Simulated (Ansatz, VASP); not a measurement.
## Ba in VASP and in Ansatz

```
Ba
1.0
     0.00000    3.70591    3.70591
     3.70591    0.00000    3.70591
     3.70591    3.70591    0.00000
Ba
2
Cartesian
  0.9265 0.9265 0.9265
  6.4853 6.4853 6.4853
```

Alike in both runs: functional PBEsol; k mesh 6 × 6 × 6; occupations fermi-dirac, width 0.1 eV; no spin polarisation.

Ansatz relaxed the structure, and its values are those at the end. VASP's run is a single point on that final structure, the one shown.

|  | VASP | Ansatz |
| --- | --- | --- |
| version | VASP 6.6.1 | Ansatz 0.2.0 |
| potentials or method | VASP PAW PBE potentials, release 64 (Ba_sv), cutoff 520 eV | plane waves (420 eV) with PAW, scalar-relativistic |
| valence electrons in the cell | 20 | 20 |

Ansatz gave:

| Quantity | Value |
| --- | --- |
| pressure (GPa) | 0.0 |

Q: What did VASP give for the same quantities?

A: Pressure (GPa): 0.7.

VASP's potentials were made for PBE, not for PBEsol, and Ansatz warns of the same on its side.

Spin-orbit coupling is off throughout.
